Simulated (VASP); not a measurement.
Wanted: the native input for a VASP 6.6.1 run.

| Quantity | Value |
| --- | --- |
| Task | relaxation of cell and atoms |
| Functional | r2SCAN |
| Potentials or basis | VASP PAW PBE potentials, release 64 (Ir) |
| Cutoff | 600 eV |
| k mesh | 24 × 24 × 24 |
| Occupations | fermi-dirac, width 0.1 eV |
| Spin | no spin polarisation |
| Target pressure | 7 GPa |
| Dipole correction | no |
| Further INCAR settings | ALGO = Normal; EDIFF = 1e-07; IBRION = 2; EDIFFG = -0.002; NSW = 100; ISIF = 3 |

Crystal: Ir.

```
Ir
1.0
     0.00000    1.92255    1.92255
     1.92255    0.00000    1.92255
     1.92255    1.92255    0.00000
Ir
1
Direct
  0.00000 0.00000 0.00000
```

One way to write it, as run:

POSCAR

```
Ir
1.0
    0.0000000000      1.9225500407      1.9225500407
    1.9225500407      0.0000000000      1.9225500407
    1.9225500407      1.9225500407      0.0000000000
Ir
1
Direct
    0.0000000000      0.0000000000      0.0000000000
```

INCAR.step1

```
SYSTEM = Ir
PREC = Accurate
ENCUT = 600
ISMEAR = -1
SIGMA = 0.1
LREAL = .False.
LASPH = .True.
NELM = 60
GGA = PE
ALGO = Normal
EDIFF = 1E-4
LWAVE = .True.
LCHARG = .False.
```

INCAR.step2

```
SYSTEM = Ir
PREC = Accurate
ENCUT = 600
EDIFF = 1E-7
ISMEAR = -1
SIGMA = 0.1
LREAL = .False.
LASPH = .True.
NELM = 60
ALGO = Normal
ISIF = 3
LWAVE = .False.
LCHARG = .False.
METAGGA = R2SCAN
LMIXTAU = .True.
IBRION = 2
NSW = 100
EDIFFG = -0.002
PSTRESS = 70.0
ISTART = 1
```

KPOINTS

```
regular mesh
0
Gamma
  24 24 24
  0 0 0
```

Potentials or basis: VASP PAW PBE potentials, release 64 (Ir).

Command:

```sh
$ cat potpaw_PBE.64/Ir/POTCAR > POTCAR
$ cp INCAR.step1 INCAR
$ mpirun -np 1 vasp_std > vasp.out
$ cp INCAR.step2 INCAR
$ mpirun -np 1 vasp_std > vasp.out
```

It gave:

```yaml
Relaxed_volume: 14.05 Å³/atom
Relaxed_cell: a = 2.709 Å, b = 2.709 Å, c = 2.709 Å, α = 60.00°, β = 60.00°, γ = 60.00°
Space_group_after_relaxing_to_0.1_Å: Fm-3m (No. 225)
Energy_change_on_relaxing_the_run_minimises_the_enthalpy: +4.7 meV/atom
Ionic_steps: 4
Pressure_after_relaxing: 7.0 GPa
Band_gap_on_the_k_mesh: zero (an odd number of electrons rules out a gap without spin polarisation)
```

Caveat: the cell is relaxed towards a set pressure, so the run minimises the enthalpy, not the energy; the PAW data sets were made with another functional, which shifts forces and pressure a little; spin-orbit coupling is left out, which moves the levels of the heavy elements.

Run time: 3.7 min on 1 thread of Intel(R) Xeon(R) 6975P-C (Granite Rapids), with other jobs on the host, peak memory 0.21 GiB.
